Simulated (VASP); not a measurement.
# PC (P4/nmm) in VASP: a series of runs

PC is run at these levels: PBE; tasks: single point, relaxation of cell and atoms.

All numbers are computed with VASP 6.6.1; they aren't measurements. Logs are shortened: lines on timing, memory, paths and dates and some standing lists are left out, and cuts for length are marked.

### 1 The cell of the first run

Symmetry: P4/nmm, No. 129, tetragonal system. Conventional cell: a = 2.878 Å, b = 2.878 Å, c = 5.294 Å, α = 90.00°, β = 90.00°, γ = 90.00°. P (site symmetry 4mm) has 5 C at 1.88 to 2.04 Å within 2.5 Å. Within 2.5 Å of C (site symmetry 4mm) lie 5 P at 1.88 to 2.04 Å.

The cell was built from a structure type or drawn by symmetry, and may not be a known phase.

### 2 Single point, PBE

Input file INCAR:

```
PREC = Accurate
ENCUT = 520
EDIFF = 1E-6
ISMEAR = 0
SIGMA = 0.2
LREAL = False
LASPH = True
NELM = 100
ALGO = Normal
ISIF = 2
LWAVE = False
LCHARG = False
GGA = PE
NBANDS = 17
```

Input file KPOINTS:

```
Automatic mesh
0
Gamma
  6 6 4
```

Input file POSCAR:

```
PC
1.0
    2.8781850022      0.0000000000      0.0000000000
    0.0000000000      2.8781850022      0.0000000000
    0.0000000000      0.0000000000      5.2941556175
P C
2 2
Direct
    0.0000000000      0.5000000000      0.6845523862
    0.5000000000      0.0000000000      0.3154476138
    0.0000000000      0.5000000000      0.3293888343
    0.5000000000      0.0000000000      0.6706111657
```

Potentials or basis: VASP PAW PBE potentials, release 64 (P, C).

Run with:

```console
$ cat potpaw_PBE.64/P/POTCAR potpaw_PBE.64/C/POTCAR > POTCAR
$ mpirun -np 1 vasp_std > vasp.out
```

OUTCAR:

```text
PREC = Accurate
   ENCUT = 520
   EDIFF = 1E-6
   ISMEAR = 0
   LREAL = False
   LASPH = True
   NELM = 100
   ISIF = 2
   GGA = PE

 ion  position               nearest neighbor table
   1  0.000  0.500  0.685-   3 1.88   4 2.04   4 2.04   4 2.04   4 2.04   2 2.82   2 2.82   2 2.82
                             2 2.82
   2  0.500  0.000  0.315-   4 1.88   3 2.04   3 2.04   3 2.04   3 2.04   1 2.82   1 2.82   1 2.82
                             1 2.82
   3  0.000  0.500  0.329-   1 1.88   2 2.04   2 2.04   2 2.04   2 2.04
   4  0.500  0.000  0.671-   2 1.88   1 2.04   1 2.04   1 2.04   1 2.04

  LATTYP: Found a simple tetragonal cell.
 ALAT       =     2.8781850022
 C/A-ratio  =     1.8394076869

  Lattice vectors:

 A1 = (   2.8781850022,   0.0000000000,   0.0000000000)
 A2 = (   0.0000000000,   2.8781850022,   0.0000000000)
 A3 = (   0.0000000000,   0.0000000000,   5.2941556175)

Analysis of symmetry for initial positions (statically):
=====================================================================
 Subroutine PRICEL returns:
 Original cell was already a primitive cell.

 Routine SETGRP: Setting up the symmetry group for a
 simple tetragonal supercell.

 Subroutine GETGRP returns: Found 16 space group operations
 (whereof  8 operations were pure point group operations)
 out of a pool of 16 trial point group operations.

The static configuration has the point symmetry D_2d.
 The point group associated with its full space group is D_4h.

Analysis of symmetry for dynamics (positions and initial velocities):
=====================================================================
 Subroutine PRICEL returns:
 Original cell was already a primitive cell.

 Routine SETGRP: Setting up the symmetry group for a
 simple tetragonal supercell.

 Subroutine GETGRP returns: Found 16 space group operations
 (whereof  8 operations were pure point group operations)
 out of a pool of 16 trial point group operations.

The dynamic configuration has the point symmetry D_2d.
 The point group associated with its full space group is D_4h.

 Subroutine INISYM returns: Found 16 space group operations
 (whereof  8 operations are pure point group operations),
 and found     1 'primitive' translations

----------------------------------------------------------------------------------------

                                     Primitive cell

  volume of cell :      43.8565

  direct lattice vectors                    reciprocal lattice vectors
     2.878185002  0.000000000  0.000000000     0.347441182  0.000000000  0.000000000
     0.000000000  2.878185002  0.000000000     0.000000000  0.347441182  0.000000000
     0.000000000  0.000000000  5.294155618     0.000000000  0.000000000  0.188887534

  length of vectors
     2.878185002  2.878185002  5.294155618     0.347441182  0.347441182  0.188887534

  position of ions in fractional coordinates (direct lattice)
     0.000000000  0.500000000  0.684552386
     0.500000000  0.000000000  0.315447614
     0.000000000  0.500000000  0.329388834
     0.500000000  0.000000000  0.670611166

  ion indices of the primitive-cell ions
   primitive index   ion index
                 1           1
                 2           2
                 3           3
                 4           4

----------------------------------------------------------------------------------------

 KPOINTS: Automatic mesh

Automatic generation of k-mesh.
 Grid dimensions read from file:
 generate k-points for:    6    6    4

 Generating k-lattice:

  Cartesian coordinates                     Fractional coordinates (reciprocal lattice)
     0.057906864  0.000000000  0.000000000     0.166666667  0.000000000  0.000000000
     0.000000000  0.057906864  0.000000000     0.000000000  0.166666667  0.000000000
     0.000000000  0.000000000  0.047221884     0.000000000  0.000000000  0.250000000

  Length of vectors
     0.057906864  0.057906864  0.047221884

  Shift w.r.t. Gamma in fractional coordinates (k-lattice)
     0.000000000  0.000000000  0.000000000

 Subroutine IBZKPT returns following result:
 ===========================================

 Found     30 irreducible k-points:

 Following reciprocal coordinates:
            Coordinates               Weight
  0.000000  0.000000  0.000000      1.000000
  0.166667  0.000000  0.000000      4.000000
  0.333333  0.000000  0.000000      4.000000
  0.500000  0.000000  0.000000      2.000000
  0.166667  0.166667  0.000000      4.000000
  0.333333  0.166667  0.000000      8.000000
[... 16 lines left out ...]
  0.333333  0.000000  0.500000      4.000000
  0.500000  0.000000  0.500000      2.000000
 [... further k-points ...]
   k-points           NKPTS =     30   k-points in BZ     NKDIM =     30   number of bands    NBANDS=     17
   number of dos      NEDOS =    301   number of ions     NIONS =      4
   total plane-waves  NPLWV =  23040
   dimension x,y,z NGX =    24 NGY =   24 NGZ =   40
   dimension x,y,z NGXF=    48 NGYF=   48 NGZF=   80
   ions per type =               2   2
   NGX,Y,Z   is equivalent  to a cutoff of  13.86, 13.86, 12.56 a.u.
   NGXF,Y,Z  is equivalent  to a cutoff of  27.73, 27.73, 25.12 a.u.
 SYSTEM =  unknown system
   PREC   = accura    normal or accurate (medium, high low for compatibility)
   ISTART =      0    job   : 0-new  1-cont  2-samecut
   ICHARG =      2    charge: 1-file 2-atom 10-const
   ISPIN  =      1    spin polarized calculation?
   LNONCOLLINEAR =      F non collinear calculations
   LSORBIT =      F    spin-orbit coupling
   LASPH  =      T    aspherical Exc in radial PAW
   ENCUT  =  520.0 eV  38.22 Ry    6.18 a.u.   5.35  5.35  9.84*2*pi/ulx,y,z
   NELM   =    100;   NELMIN=  2; NELMDL= -5     # of ELM steps
   EDIFF  = 0.1E-05   stopping-criterion for ELM
   LREAL  =      F    real-space projection
   EDIFFG = 0.1E-04   stopping-criterion for IOM
   NSW    =      0    number of steps for IOM
   IBRION =     -1    ionic relax: 0-MD 1-quasi-New 2-CG
   NFREE  =      0    steps in history (QN), initial steepest desc. (CG)
   ISIF   =      2    stress and relaxation
   ISYM   =      2    0-nonsym 1-usesym 2-fastsym
   POTIM  = 0.5000    time-step for ionic-motion
   TEBEG  =    0.0;   TEEND  =   0.0 temperature during run
   PSTRESS=    0.0 pullay stress
   NELECT =      18.0000    total number of electrons
   NUPDOWN=      -1.0000    fix difference up-down
   EMIN   =  10.00;   EMAX   =-10.00  energy-range for DOS
   EFERMI =   0.00;   METHOD = LEGACY
   ISMEAR =     0;   SIGMA  =   0.20  broadening in eV -4-tet -1-fermi 0-gaus
   EFERMI_NEDOS =   21; number of points for ismear=-14 and -15
   IALGO  =     38    algorithm
   IMIX   =      4    mixing-type and parameters
     AMIX     =   0.40;   BMIX     =  1.00
     AMIX_MAG =   1.60;   BMIX_MAG =  1.00
  volume/ion in A,a.u.               =      10.96        73.99
  Fermi-wavevector in a.u.,A,eV,Ry     =   1.216618  2.299075 20.138796  1.480160
  Thomas-Fermi vector in A             =   2.351966
   LORBIT       =      0    0 simple, 1 ext, 2 COOP (PROOUT), +10 PAW based schemes
   GGA     = PE    functional components
   LHFCALC =     F    Hartree Fock is set to
   AEXX    =    0.0000 exact exchange contribution
   IVDW    =     0    specifies the selected vdW correction
   LEPSILON=     F    determine dielectric tensor
   LRPA    =     F    only Hartree local field effects (RPA)
 non-spin polarized calculation
 Gauss-broadening in eV      SIGMA  =   0.20
  energy-cutoff  :      520.00
  volume of cell :       43.86
 maximum number of plane-waves:      1196
 NGX is ok and might be reduce to    24
   NGX = 11   NGY = 11   NGZ = 19

 number of electron      18.0000000 magnetization

 Free energy of the ion-electron system (eV)
  ---------------------------------------------------
  ext. energy  EPLUGINS =         0.00000000
  ---------------------------------------------------
  free energy    TOTEN  =       -24.71415909 eV

  energy without entropy =      -24.70669218  energy(sigma->0) =      -24.71042564

 E-fermi :   8.4158     XC(G=0): -11.1910

 val. band max:        8.0461395215   @ k =   0.1667   0.0000   0.5000
 cond. band min:       8.4308958636   @ k =   0.3333   0.0000   0.5000
 fundamental gap:      0.3847563422
 Fermi energy:         8.4157732344

 k-point     1 :       0.0000    0.0000    0.0000
  band No.  band energies     occupation
      1     -10.6575      2.00000
      2      -5.7346      2.00000
      3       0.1054      2.00000
      4       3.1535      2.00000
      5       3.3817      2.00000
      6       3.3817      2.00000
[... 9 lines left out ...]
     16      17.4191      0.00000
     17      18.5990      0.00000

 k-point     2 :       0.1667    0.0000    0.0000
  band No.  band energies     occupation
      1     -10.2149      2.00000
      2      -5.3065      2.00000
      3      -0.2348      2.00000
      4       0.5289      2.00000
      5       3.7965      2.00000
      6       4.2541      2.00000
[... 9 lines left out ...]
     16      17.2885      0.00000
     17      17.8752      0.00000

 k-point     3 :       0.3333    0.0000    0.0000
  band No.  band energies     occupation
      1      -8.8958      2.00000
      2      -4.1366      2.00000
      3      -3.6573      2.00000
      4       0.8908      2.00000
      5       1.8215      2.00000
      6       5.0085      2.00000
[... 9 lines left out ...]
     16      17.2642      0.00000
     17      18.6568      0.00000

 k-point     4 :       0.5000    0.0000    0.0000
  band No.  band energies     occupation
      1      -6.7326      2.00000
      2      -6.7326      2.00000
      3      -1.9097      2.00000
      4      -1.9097      2.00000
      5       3.7384      2.00000
      6       3.7384      2.00000
[... 9 lines left out ...]
     16      16.8342      0.00000
     17      18.8596      0.00000
[... 343 lines left out ...]
      1     -10.1288      2.00000
      2      -5.7619      2.00000
      3      -0.2018      2.00000
      4       2.0449      2.00000
      5       3.8505      2.00000
      6       3.9703      2.00000
[... 9 lines left out ...]
     16      17.5011      0.00000
     17      18.7921      0.00000

 k-point    23 :       0.3333    0.0000    0.5000
  band No.  band energies     occupation
      1      -8.8128      2.00000
      2      -4.4949      2.00000
      3      -3.6750      2.00000
      4       0.5570      2.00000
      5       3.2045      2.00000
      6       5.0581      2.00000
[... 9 lines left out ...]
     16      16.7172      0.00000
     17      19.3366      0.00000

 k-point    24 :       0.5000    0.0000    0.5000
  band No.  band energies     occupation
      1      -6.6550      2.00000
      2      -6.6550      2.00000
      3      -2.3184      2.00000
      4      -2.3184      2.00000
      5       4.8977      2.00000
      6       4.8977      2.00000
[... 9 lines left out ...]
     16      15.2792      0.00000
     17      21.1966      0.00000

 [... further k-points ...]
[... 5 lines left out ...]
  --------------------------------------------------------------------------------------
  -------------------------------------------------------------------------------------
  Total       -0.1198386     -0.1198386     -0.1781878      0.0000000     -0.0000000      0.0000000
  in kB       -4.3779734     -4.3779734     -6.5096010      0.0000000     -0.0000000      0.0000000
  external PRESSURE =      -5.0885160 kB  Pullay stress =       0.0000000 kB

 VOLUME and BASIS-vectors are now :
 -----------------------------------------------------------------------------
  energy-cutoff  :      520.00
  volume of cell :       43.86
      direct lattice vectors                 reciprocal lattice vectors
     2.878185002  0.000000000  0.000000000     0.347441182  0.000000000  0.000000000
     0.000000000  2.878185002  0.000000000     0.000000000  0.347441182  0.000000000
     0.000000000  0.000000000  5.294155618     0.000000000  0.000000000  0.188887534

 POSITION                                       TOTAL-FORCE (eV/Angst)
 -----------------------------------------------------------------------------------
      0.00000      1.43909      3.62413         0.000000      0.000000     -0.023883
      1.43909      0.00000      1.67003         0.000000      0.000000      0.023883
      0.00000      1.43909      1.74384         0.000000     -0.000000      0.015079
      1.43909      0.00000      3.55032        -0.000000      0.000000     -0.015079
 -----------------------------------------------------------------------------------
    total drift:                               -0.000000      0.000000      0.000000

  FREE ENERGIE OF THE ION-ELECTRON SYSTEM (eV)
  ---------------------------------------------------
  free  energy   TOTEN  =       -24.7141590879 eV

  energy  without entropy=      -24.7066921834  energy(sigma->0) =      -24.71042564
```

Run time: 34 s. Hardware: 1 thread of AMD EPYC 7R13, shared host; peak memory 0.13 GiB.

Results:

| Property | Result |
| --- | --- |
| Free energy | -24.7142 eV |
| Pressure | -0.5 GPa |
| Largest force | 0.024 eV/Å |
| Band gap on the k mesh | zero (bands 9 and 10 overlap by 4.78 eV) |

Forces on the atoms (eV/Å):
```
P    0.000  0.000 -0.024
P    0.000  0.000  0.024
C    0.000  0.000  0.015
C    0.000  0.000 -0.015
```

Stress tensor (GPa, compression positive):
```
-0.44  0.00  0.00
 0.00 -0.44  0.00
 0.00  0.00 -0.65
```

Caveat: the k points lie up to 0.36 Å⁻¹ apart, too coarse for converged energies and pressures of a metal; this functional lacks dispersion, which binds the layers, so the pressure and a relaxed spacing across them are unreliable.

(Continued in part 2 of 2.)
